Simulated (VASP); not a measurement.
# ZnO (P6_3mc) in VASP: further runs, part 2 of 2

VASP 6.6.1.

## Step 3: Single point, PBEsol

This run uses another cell than the first one, of 11.78 Å³/atom, 1.039 times its volume.

INCAR

```
ALGO     = Normal         # electronic algorithm
EDIFF    = 1E-6           # SCF threshold, eV
ENCUT    = 520            # plane-wave cutoff, eV
GGA      = PS             # functional
ISIF     = 2              # what is computed and relaxed
ISMEAR   = -1             # smearing method
LASPH    = True           # aspherical terms in the spheres
LCHARG   = False          # write CHGCAR
LREAL    = False          # projectors in reciprocal space
LWAVE    = False          # write WAVECAR
NBANDS   = 26             # bands
NELM     = 80             # most SCF steps
PREC     = Accurate       # precision mode
SIGMA    = 0.02           # smearing width, eV
```

KPOINTS

```
k-points
0
Gamma
  12 12 4
```

POSCAR

```
ZnO
1.0
    3.2306942438      0.0000000001      0.0000000000
   -1.6153471219      2.7978632869      0.0000000000
    0.0000000000      0.0000000000      5.2125960143
Zn O
2 2
Direct
    0.3333333333      0.6666666667     -0.0021048158
    0.6666666667      0.3333333333      0.4978951842
    0.3333333333      0.6666666667      0.3771048158
    0.6666666667      0.3333333333      0.8771048158
```

Potentials or basis: VASP PAW PBE potentials, release 64 (Zn, O).

On the command line:

```
> cat potpaw_PBE.64/Zn/POTCAR potpaw_PBE.64/O/POTCAR > POTCAR
> mpirun -np 1 vasp_std > vasp.out
```

OUTCAR:

```text
EDIFF = 1E-6
   ENCUT = 520
   GGA = PS
   ISIF = 2
   ISMEAR = -1
   LASPH = True
   LREAL = False
   NELM = 80
   PREC = Accurate

 ion  position               nearest neighbor table
   1  0.333  0.667  0.998-   4 1.97   4 1.97   4 1.97   3 1.98
   2  0.667  0.333  0.498-   3 1.97   3 1.97   3 1.97   4 1.98
   3  0.333  0.667  0.377-   2 1.97   2 1.97   2 1.97   1 1.98
   4  0.667  0.333  0.877-   1 1.97   1 1.97   1 1.97   2 1.98

  LATTYP: Found a hexagonal cell.
 ALAT       =     3.2306942438
 C/A-ratio  =     1.6134600247

  Lattice vectors:

 A1 = (   3.2306942438,   0.0000000001,   0.0000000000)
 A2 = (  -1.6153471219,   2.7978632869,   0.0000000000)
 A3 = (   0.0000000000,   0.0000000000,   5.2125960143)

Analysis of symmetry for initial positions (statically):
=====================================================================
 Subroutine PRICEL returns:
 Original cell was already a primitive cell.

 Routine SETGRP: Setting up the symmetry group for a
 hexagonal supercell.

 Subroutine GETGRP returns: Found 12 space group operations
 (whereof  6 operations were pure point group operations)
 out of a pool of 24 trial point group operations.

The static configuration has the point symmetry C_3v.
 The point group associated with its full space group is C_6v.

Analysis of symmetry for dynamics (positions and initial velocities):
=====================================================================
 Subroutine PRICEL returns:
 Original cell was already a primitive cell.

 Routine SETGRP: Setting up the symmetry group for a
 hexagonal supercell.

 Subroutine GETGRP returns: Found 12 space group operations
 (whereof  6 operations were pure point group operations)
 out of a pool of 24 trial point group operations.
[... 113 lines left out ...]
   ISYM   =      2    0-nonsym 1-usesym 2-fastsym
   POTIM  = 0.5000    time-step for ionic-motion
   TEBEG  =    0.0;   TEEND  =   0.0 temperature during run
   PSTRESS=    0.0 pullay stress
   NELECT =      36.0000    total number of electrons
   NUPDOWN=      -1.0000    fix difference up-down
   EMIN   =  10.00;   EMAX   =-10.00  energy-range for DOS
   EFERMI =   0.00;   METHOD = LEGACY
   ISMEAR =    -1;   SIGMA  =   0.02  broadening in eV -4-tet -1-fermi 0-gaus
   EFERMI_NEDOS =   21; number of points for ismear=-14 and -15
   IALGO  =     38    algorithm
   IMIX   =      4    mixing-type and parameters
     AMIX     =   0.40;   BMIX     =  1.00
     AMIX_MAG =   1.60;   BMIX_MAG =  1.00
  volume/ion in A,a.u.               =      11.78        79.49
  Fermi-wavevector in a.u.,A,eV,Ry     =   1.496638  2.828236 30.476047  2.239926
  Thomas-Fermi vector in A             =   2.608629
   LORBIT       =      0    0 simple, 1 ext, 2 COOP (PROOUT), +10 PAW based schemes
   GGA     = PS    functional components
   LHFCALC =     F    Hartree Fock is set to
   AEXX    =    0.0000 exact exchange contribution
   IVDW    =     0    specifies the selected vdW correction
   LEPSILON=     F    determine dielectric tensor
   LRPA    =     F    only Hartree local field effects (RPA)
 non-spin polarized calculation
  energy-cutoff  :      520.00
  volume of cell :       47.12
 maximum number of plane-waves:      1290
   NGX = 13   NGY = 13   NGZ = 19

 number of electron      36.0000027 magnetization

 Free energy of the ion-electron system (eV)
  ---------------------------------------------------
  ext. energy  EPLUGINS =         0.00000000
  ---------------------------------------------------
  free energy    TOTEN  =       -19.41040894 eV

  energy without entropy =      -19.41040894  energy(sigma->0) =      -19.41040894

 E-fermi :   1.5063     XC(G=0): -11.2408

 val. band max:        1.1474661699   @ k =   0.0000   0.0000   0.0000
 cond. band min:       1.8373436489   @ k =   0.0000   0.0000   0.0000
 fundamental gap:      0.6898774790
 Fermi energy:         1.5063264336

 k-point     1 :       0.0000    0.0000    0.0000
  band No.  band energies     occupation
      1     -16.9822      2.00000
      2     -16.2262      2.00000
      3      -4.6599      2.00000
      4      -4.6223      2.00000
      5      -4.6223      2.00000
      6      -4.5747      2.00000
[... 685 lines left out ...]
     25      14.5405      0.00000
     26      15.0459      0.00000

 [... further k-points ...]
[... 5 lines left out ...]
  --------------------------------------------------------------------------------------
  -------------------------------------------------------------------------------------
  Total        0.2026677      0.2026677      0.2003510      0.0000000      0.0000000      0.0000000
  in kB        6.8915786      6.8915786      6.8127998      0.0000000      0.0000000      0.0000000
  external PRESSURE =       6.8653190 kB  Pullay stress =       0.0000000 kB

 VOLUME and BASIS-vectors are now :
 -----------------------------------------------------------------------------
  energy-cutoff  :      520.00
  volume of cell :       47.12
      direct lattice vectors                 reciprocal lattice vectors
     3.230694244  0.000000000  0.000000000     0.309530994  0.178707803  0.000000000
    -1.615347122  2.797863287  0.000000000    -0.000000000  0.357415605  0.000000000
     0.000000000  0.000000000  5.212596014     0.000000000  0.000000000  0.191842989

 POSITION                                       TOTAL-FORCE (eV/Angst)
 -----------------------------------------------------------------------------------
     -0.00000      1.86524      5.20162        -0.000000     -0.000000      0.004471
      1.61535      0.93262      2.59533        -0.000000      0.000000      0.004471
     -0.00000      1.86524      1.96570         0.000000     -0.000000     -0.004471
      1.61535      0.93262      4.57199        -0.000000      0.000000     -0.004471
 -----------------------------------------------------------------------------------
    total drift:                                0.000001      0.000001     -0.003766

  FREE ENERGIE OF THE ION-ELECTRON SYSTEM (eV)
  ---------------------------------------------------
  free  energy   TOTEN  =       -19.4104089355 eV

  energy  without entropy=      -19.4104089354  energy(sigma->0) =      -19.41040894
```

It took 19 s on 1 thread of Intel Xeon 6975P-C (Granite Rapids), shared host; peak memory 0.19 GiB.

What came out:

- Free energy: -19.4104 eV
- Pressure: 0.7 GPa
- Largest force: 0.004 eV/Å
- Band gap on the k mesh: 0.69 eV, direct

Forces in eV/Å, atoms in the order of the input:
```
Zn   0.000  0.000  0.004
Zn   0.000  0.000  0.004
O    0.000  0.000 -0.004
O    0.000  0.000 -0.004
```

Caveat: the PAW data sets were made with another functional, which shifts forces and pressure a little.
